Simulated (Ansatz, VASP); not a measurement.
## Two plane-wave programs on CoSi

```
Co Si
1.0
     4.43800    0.00000    0.00000
     0.00000    4.43800    0.00000
     0.00000    0.00000    4.43800
Co Si
4 4
Direct
  0.14503 0.14503 0.14503
  0.35497 0.85497 0.64503
  0.64503 0.35497 0.85497
  0.85497 0.64503 0.35497
  0.84317 0.84317 0.84317
  0.65683 0.15683 0.34317
  0.34317 0.65683 0.15683
  0.15683 0.34317 0.65683
```

Alike in both runs: functional PBE; k mesh 8 × 8 × 8; occupations gaussian, width 0.05 eV; no spin polarisation.

Ansatz relaxed the structure, and its values are those at the end. VASP's run is a single point on that final structure, the one shown.

|  | VASP | Ansatz |
| --- | --- | --- |
| version | VASP 6.6.1 | Ansatz 0.2.0 |
| potentials or method | VASP PAW PBE potentials, release 64 (Co, Si), cutoff 520 eV | scalar-relativistic, plane waves, PAW |
| valence electrons in the cell | 52 | 84 |

```csv
,VASP,Ansatz,Ansatz less VASP
gap on the k mesh at the Fermi level (eV),none,none,-
pressure (GPa),-1.2,-1.1,+0.08
rms of the force components (eV/Å),0.004,0.005,+0.0010
```

A gap of «none» marks a metal or a gap that the smearing closes. VASP's potentials hold 52 valence electrons a cell and Ansatz's 84, so a difference there can come from the potentials and not from the codes. Ansatz's warnings: stress scf threshold loose.
